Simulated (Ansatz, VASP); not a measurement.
Given: the input of a run of VASP 6.6.1 on AlNi3.

Contents of POSCAR:

```
AlNi3
1.0
    0.0000000000      2.8387599407      2.8387599407
    2.8387599407      0.0000000000      2.8387599407
    2.8387599407      2.8387599407      0.0000000000
Ni Al
3 1
Direct
    0.7500000000      0.7500000000      0.7500000000
    0.0000000000      0.0000000000      0.0000000000
    0.2500000000      0.2500000000      0.2500000000
    0.5000000000      0.5000000000      0.5000000000
```

The input INCAR.step1:

```
PREC = Accurate
ENCUT = 520
ISMEAR = -1
SIGMA = 0.05
LREAL = False
LASPH = True
NELM = 150
ISPIN = 2
MAGMOM = 1 1 1 0
LMAXMIX = 4
NBANDS = 28
GGA = PE
ALGO = Normal
EDIFF = 1E-4
LWAVE = True
LCHARG = False
```

INCAR.step2

```
PREC = Accurate
ENCUT = 520
EDIFF = 1E-6
ISMEAR = -1
SIGMA = 0.05
LREAL = False
LASPH = True
NELM = 150
ALGO = Normal
ISIF = 2
LWAVE = False
LCHARG = False
ISPIN = 2
MAGMOM = 1 1 1 0
LORBIT = 11
LMAXMIX = 4
METAGGA = R2SCAN
LMIXTAU = True
NBANDS = 28
ISTART = 1
```

The input KPOINTS:

```
Automatic mesh
0
Gamma
  8 8 8
```

Potentials or basis: VASP PAW PBE potentials, release 64 (Ni, Al).

Run with:

```sh
$ cat potpaw_PBE.64/Ni/POTCAR potpaw_PBE.64/Al/POTCAR > POTCAR
$ cp INCAR.step1 INCAR
$ mpirun -np 1 vasp_std > vasp.out
$ cp INCAR.step2 INCAR
$ mpirun -np 1 vasp_std > vasp.out
```

Problem. Set up the same calculation for Ansatz 0.2.0. Potentials there: Ansatz PAW.

Solution. As run (the cutoff follows the program's own potentials):

Contents of input.yaml:

```yaml
crystal:
  lattice:
    - [0.0, 2.8387599407, 2.8387599407]
    - [2.8387599407, 0.0, 2.8387599407]
    - [2.8387599407, 2.8387599407, 0.0]
  atoms:
    - { symbol: Ni, position: [0.75, 0.75, 0.75], spin: 1.0 }
    - { symbol: Ni, position: [0.0, 0.0, 0.0], spin: 1.0 }
    - { symbol: Ni, position: [0.25, 0.25, 0.25], spin: 1.0 }
    - { symbol: Al, position: [0.5, 0.5, 0.5] }
hamiltonian:
  xc: r2scan
  pseudopotentials: { kind: paw }
magnetization:
  spin_polarized: true
kpoints:
  mp_grid: { grid: [8, 8, 8] }
scf:
  occupations: { method: fermi_dirac, width: 0.05 }
output:
  forces: true
  stress: true
  eigenvalues: true
```

Potentials or basis: Ansatz PAW.

Launch:

```console
$ ansatz run input.yaml --threads 2 --pin off --max-ram 5632MiB --backend cpu --events-out ev --progress --plain --runs-dir out
```

Both were run:

|  | VASP | Ansatz | Ansatz less VASP |
| --- | --- | --- | --- |
| gap on the k mesh at the Fermi level (eV) | none | none | - |
| pressure (GPa) | -7.1 | -7.2 | -0.13 |
| net moment per atom (μB) | 0.00 | 0.00 | 0.000 |

VASP's potentials were made for PBE, not for r2SCAN. A gap of «none» marks a metal or a gap that the smearing closes. VASP's potentials hold 33 valence electrons a cell and Ansatz's 57, so a difference there can come from the potentials and not from the codes.

Noted on Ansatz's run: the magnetic or orbital state may not be the lowest.
